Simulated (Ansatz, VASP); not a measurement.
**Si2Mo: VASP beside Ansatz**

```
CELL_PARAMETERS angstrom
-1.60000 1.60000 3.89120
1.60000 -1.60000 3.89120
1.60000 1.60000 -3.89120
ATOMIC_POSITIONS crystal
Si 0.33478 0.33478 0.00000
Si 0.66522 0.66522 0.00000
Mo 0.00000 0.00000 0.00000
```

Change from the starting cell: z stretched by -1 %, ions relaxed.

Alike in both runs: functional PBE; k mesh 20 × 20 × 20; occupations fermi-dirac, width 0.05 eV; no spin polarisation.

Ansatz relaxed the structure, and its values are those at the end. VASP's run is a single point on that final structure, the one shown.

```csv
,VASP,Ansatz
version,VASP 6.6.1,Ansatz 0.2.0
potentials or method,"VASP PAW PBE potentials, release 64 (Si, Mo_sv)","plane-wave PAW, scalar-relativistic"
plane-wave cutoff (eV),520,420
valence electrons in the cell,22,22
```

|  | VASP | Ansatz | Ansatz less VASP |
| --- | --- | --- | --- |
| pressure (GPa) | 5.1 | 4.9 | -0.17 |
| rms of the force components (eV/Å) | 0.005 | 0.003 | -0.0018 |

The functional is the same, so the differences come from potentials, cutoffs and numerics. Ansatz's warnings: stress scf threshold loose.
